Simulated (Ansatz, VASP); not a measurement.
One calculation of Y, two programs

```xyz
1
Lattice="0.0000 2.5311 2.5311 2.5311 0.0000 2.5311 2.5311 2.5311 0.0000" Properties=species:S:1:pos:R:3 pbc="T T T"
Y     0.0000    0.0000    0.0000
```

Alike in both runs: functional PBE; k mesh 18 × 18 × 18; occupations gaussian, width 0.1 eV; no spin polarisation.

Ansatz relaxed the structure, and its values are those at the end. VASP's run is a single point on that final structure, the one shown.

```csv
,VASP,Ansatz
version,VASP 6.6.1,Ansatz 0.2.0
potentials or method,"VASP PAW PBE potentials, release 64 (Y_sv), cutoff 520 eV","scalar-relativistic, plane waves, PAW"
valence electrons in the cell,11,11
```

VASP gave:

* gap on the k mesh at the Fermi level (eV): none
* pressure (GPa): -0.1

**Question.** Which values does Ansatz return?

**Answer.** gap on the k mesh at the Fermi level (eV): none; pressure (GPa): 0.0.

A gap of «none» marks a metal or a gap that the smearing closes. With one functional, cell and mesh, what is left measures potentials, basis and numerics.
